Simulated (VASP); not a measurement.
Runs of VASP 6.6.1 on P. The structure is that of space group Pmna (No. 53), or close to it. The cells are those of the table. 

```tsv
cell	gap on the mesh (eV)	largest force (eV/Å)
a = 3.538, b = 37.568, c = 3.824 Å, 4 atoms	(a)	1.59
a = 3.329, b = 35.353, c = 4.318 Å, 4 atoms	0.46	0.40
a = 3.231, b = 34.312, c = 4.584 Å, 4 atoms	0.90	0.53
a = 3.377, b = 35.858, c = 4.197 Å, 4 atoms	0.23	0.80
a = 3.091, b = 32.818, c = 5.010 Å, 4 atoms	(b)	1.90
```

Alike in all rows: task single point; level PBEsol; potentials or basis VASP PAW PBE potentials, release 64 (P); no spin polarisation; k mesh 10 × 1 × 8; cutoff (eV) 520; smearing gaussian 0.05 eV.

Problem. Estimate the missing entries.

Solution. (a) none; (b) 0.24.

Caveats: the PAW data sets were made with another functional, which shifts forces and pressure a little.

A k mesh can miss the band edges.
